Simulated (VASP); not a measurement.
# C (P-1) in VASP: single point with r2SCAN

Aim: the single point of C with r2SCAN.

Program: VASP 6.6.1. These are calculated values, not measurements. Logs are shortened: lines on timing, memory, paths and dates and some standing lists are left out, and cuts for length are marked.

**1. The cell of the first run**

The typed cell holds 4 atoms: a = 2.517 Å, b = 2.517 Å, c = 4.360 Å, α = 73.22°, β = 73.22°, γ = 60.00°.

**2. Single point, r2SCAN (mode 4 frozen in at -0.074 Å and mode 9 at +0.000 Å (largest displacements))**

POSCAR

```
C
1.0
    0.0000000000     -1.7801161419     -1.7801161419
   -1.7801161419      0.0000000000     -1.7801161419
    1.7801161419      1.7801161419     -3.5602322838
C
4
Direct
    0.7249113929      0.7823424657      0.7499999898
    0.2750886071      0.2176575343      0.2500000102
    0.3499113929      0.4073424657      0.8749999898
    0.9000886071      0.8426575343      0.3750000102
```

INCAR.step1

```
PREC = Accurate
ENCUT = 520
ISMEAR = 0
SIGMA = 0.05
LREAL = F
LASPH = T
NELM = 100
NBANDS = 16
GGA = PE
ALGO = Normal
EDIFF = 1E-4
LWAVE = T
LCHARG = F
```

INCAR.step2

```
PREC = Accurate
ENCUT = 520
EDIFF = 1E-6
ISMEAR = 0
SIGMA = 0.05
LREAL = F
LASPH = T
NELM = 100
ALGO = Normal
ISIF = 2
LWAVE = F
LCHARG = F
METAGGA = R2SCAN
LMIXTAU = T
NBANDS = 16
ISTART = 1
```

KPOINTS

```
Automatic mesh
0
Gamma
  12 12 10
```

Potentials or basis: VASP PAW PBE potentials, release 64 (C).

On the command line:

```
$ cat potpaw_PBE.64/C/POTCAR > POTCAR
$ cp INCAR.step1 INCAR
$ mpirun -np 1 vasp_std > vasp.out
$ cp INCAR.step2 INCAR
$ mpirun -np 1 vasp_std > vasp.out
```

OUTCAR:

```text
PREC = Accurate
   ENCUT = 520
   EDIFF = 1E-6
   ISMEAR = 0
   LREAL = F
   LASPH = T
   NELM = 100
   ISIF = 2
   METAGGA = R2SCAN
   ISTART = 1

 ion  position               nearest neighbor table
   1  0.725  0.782  0.750-   3 1.54   3 1.54   3 1.54   4 1.55
   2  0.275  0.218  0.250-   4 1.54   4 1.54   4 1.54   3 1.55
   3  0.350  0.407  0.875-   1 1.54   1 1.54   1 1.54   2 1.55
   4  0.900  0.843  0.375-   2 1.54   2 1.54   2 1.54   1 1.55

  LATTYP: Found a trigonal (rhomboedric) cell.
 ALAT       =     4.3603762305
 COS(alpha) =     0.8333333333

  Lattice vectors:

 A1 = (   1.7801161419,   3.5602322838,  -1.7801161419)
 A2 = (   3.5602322838,   1.7801161419,  -1.7801161419)
 A3 = (   1.7801161419,   1.7801161419,  -3.5602322838)

Analysis of symmetry for initial positions (statically):
=====================================================================
 Subroutine PRICEL returns:
 Original cell was already a primitive cell.

 Routine SETGRP: Setting up the symmetry group for a
 trigonal (rhombohedral) supercell.

 Subroutine GETGRP returns: Found  2 space group operations
 (whereof  1 operations were pure point group operations)
 out of a pool of 12 trial point group operations.

The static configuration has the point symmetry C_1 .
 The point group associated with its full space group is S_2 .

Analysis of symmetry for dynamics (positions and initial velocities):
=====================================================================
 Subroutine PRICEL returns:
 Original cell was already a primitive cell.

 Routine SETGRP: Setting up the symmetry group for a
 trigonal (rhombohedral) supercell.

 Subroutine GETGRP returns: Found  2 space group operations
 (whereof  1 operations were pure point group operations)
 out of a pool of 12 trial point group operations.

The dynamic configuration has the point symmetry C_1 .
 The point group associated with its full space group is S_2 .

 Subroutine INISYM returns: Found  2 space group operations
 (whereof  1 operations are pure point group operations),
 and found     1 'primitive' translations

----------------------------------------------------------------------------------------

                                     Primitive cell

  volume of cell :      22.5634

  direct lattice vectors                    reciprocal lattice vectors
     0.000000000 -1.780116142 -1.780116142     0.140440275 -0.421320824 -0.140440275
[... 108 lines left out ...]
   LSORBIT =      F    spin-orbit coupling
   LASPH  =      T    aspherical Exc in radial PAW
   ENCUT  =  520.0 eV  38.22 Ry    6.18 a.u.   4.68  4.68  8.11*2*pi/ulx,y,z
   NELM   =    100;   NELMIN=  2; NELMDL=  0     # of ELM steps
   EDIFF  = 0.1E-05   stopping-criterion for ELM
   LREAL  =      F    real-space projection
   EDIFFG = 0.1E-04   stopping-criterion for IOM
   NSW    =      0    number of steps for IOM
   IBRION =     -1    ionic relax: 0-MD 1-quasi-New 2-CG
   NFREE  =      0    steps in history (QN), initial steepest desc. (CG)
   ISIF   =      2    stress and relaxation
   ISYM   =      2    0-nonsym 1-usesym 2-fastsym
   POTIM  = 0.5000    time-step for ionic-motion
   TEBEG  =    0.0;   TEEND  =   0.0 temperature during run
   PSTRESS=    0.0 pullay stress
   NELECT =      16.0000    total number of electrons
   NUPDOWN=      -1.0000    fix difference up-down
   EMIN   =  10.00;   EMAX   =-10.00  energy-range for DOS
   EFERMI =   0.00;   METHOD = LEGACY
   ISMEAR =     0;   SIGMA  =   0.05  broadening in eV -4-tet -1-fermi 0-gaus
   EFERMI_NEDOS =   21; number of points for ismear=-14 and -15
   IALGO  =     38    algorithm
   IMIX   =      4    mixing-type and parameters
     AMIX     =   0.40;   BMIX     =  1.00
     AMIX_MAG =   1.60;   BMIX_MAG =  1.00
  volume/ion in A,a.u.               =       5.64        38.07
  Fermi-wavevector in a.u.,A,eV,Ry     =   1.459867  2.758748 28.996877  2.131210
  Thomas-Fermi vector in A             =   2.576383
   LORBIT       =      0    0 simple, 1 ext, 2 COOP (PROOUT), +10 PAW based schemes
   METAGGA = R2SCAN    functional components
   LHFCALC =     F    Hartree Fock is set to
   AEXX    =    0.0000 exact exchange contribution
   IVDW    =     0    specifies the selected vdW correction
   LEPSILON=     F    determine dielectric tensor
   LRPA    =     F    only Hartree local field effects (RPA)
 non-spin polarized calculation
 Gauss-broadening in eV      SIGMA  =   0.05
  energy-cutoff  :      520.00
  volume of cell :       22.56
 maximum number of plane-waves:       624
   NGX =  9   NGY =  9   NGZ = 17

 number of electron      15.9999999 magnetization

 Free energy of the ion-electron system (eV)
  ---------------------------------------------------
  ext. energy  EPLUGINS =         0.00000000
  ---------------------------------------------------
  free energy    TOTEN  =       -39.16279361 eV

  energy without entropy =      -39.16279361  energy(sigma->0) =      -39.16279361

 E-fermi :  10.1354     XC(G=0): -14.2938

 val. band max:        9.8830904477   @ k =   0.0000   0.0000   0.0000
 cond. band min:      14.1141333654   @ k =   0.0000  -0.3333   0.3000
 fundamental gap:      4.2310429178
 Fermi energy:        10.1354086033

 k-point     1 :       0.0000    0.0000    0.0000
  band No.  band energies     occupation
      1     -12.9728      2.00000
      2      -7.0027      2.00000
      3      -4.2718      2.00000
      4       6.8314      2.00000
      5       6.8610      2.00000
      6       9.6592      2.00000
[... 433 lines left out ...]
      3      -1.3078      2.00000
      4       1.5198      2.00000
      5       2.9859      2.00000
      6       3.8712      2.00000
[... 8 lines left out ...]
     15      23.4730      0.00000
     16      25.5705      0.00000

 [... further k-points ...]
[... 5 lines left out ...]
  --------------------------------------------------------------------------------------
  -------------------------------------------------------------------------------------
  Total       -0.0227898      0.1144485      0.3049628      0.0963081      0.0208960     -0.0286558
  in kB       -1.6182548      8.1267249     21.6547161      6.8386214      1.4837754     -2.0347865
  external PRESSURE =       9.3877287 kB  Pullay stress =       0.0000000 kB

 VOLUME and BASIS-vectors are now :
 -----------------------------------------------------------------------------
  energy-cutoff  :      520.00
  volume of cell :       22.56
      direct lattice vectors                 reciprocal lattice vectors
     0.000000000 -1.780116142 -1.780116142     0.140440275 -0.421320824 -0.140440275
    -1.780116142  0.000000000 -1.780116142    -0.421320824  0.140440275 -0.140440275
     1.780116142  1.780116142 -3.560232284     0.140440275  0.140440275 -0.140440275

 POSITION                                       TOTAL-FORCE (eV/Angst)
 -----------------------------------------------------------------------------------
     -0.05757      0.04466     -5.35326         0.795986     -0.632462      0.205456
      0.05757     -0.04466     -1.76720        -0.800577      0.607826     -0.154010
      0.83248      0.93472     -4.46320         0.800577     -0.607826      0.154010
     -0.83248     -0.93472     -4.43738        -0.795986      0.632462     -0.205456
 -----------------------------------------------------------------------------------
    total drift:                                0.000000     -0.000000     -0.000000

  FREE ENERGIE OF THE ION-ELECTRON SYSTEM (eV)
  ---------------------------------------------------
  free  energy   TOTEN  =       -39.1627936141 eV

  energy  without entropy=      -39.1627936141  energy(sigma->0) =      -39.16279361
```

OUTCAR.step1:

```text
PREC = Accurate
   ENCUT = 520
   ISMEAR = 0
   LREAL = F
[... 709 lines left out ...]
     -0.05757      0.04466     -5.35326         0.758863     -0.605161      0.197937
      0.05757     -0.04466     -1.76720        -0.765481      0.578804     -0.145090
      0.83248      0.93472     -4.46320         0.765481     -0.578804      0.145090
     -0.83248     -0.93472     -4.43738        -0.758863      0.605161     -0.197937
 -----------------------------------------------------------------------------------
    total drift:                                0.000000     -0.000000     -0.000000

  FREE ENERGIE OF THE ION-ELECTRON SYSTEM (eV)
  ---------------------------------------------------
  free  energy   TOTEN  =       -36.2226461181 eV

  energy  without entropy=      -36.2226461181  energy(sigma->0) =      -36.22264612
```

Wall time 8.6 min (1 thread of Intel Xeon Platinum 8488C (Sapphire Rapids), shared host); peak memory 0.28 GiB.

What came out:

```yaml
Free_energy: -39.1628 eV
Pressure: 0.9 GPa
Largest_force: 1.037 eV/Å
Band_gap_on_the_k_mesh: 4.23 eV
```

Forces in eV/Å, atoms in the order of the input:
```
C    0.796 -0.632  0.205
C   -0.801  0.608 -0.154
C    0.801 -0.608  0.154
C   -0.796  0.632 -0.205
```

Caveat: the cell differs from its parent crystal (mode 4 frozen in at -0.074 Å and mode 9 at +0.000 Å (largest displacements)); the PAW data sets were made with another functional, which shifts forces and pressure a little. A k mesh can miss the band edges.
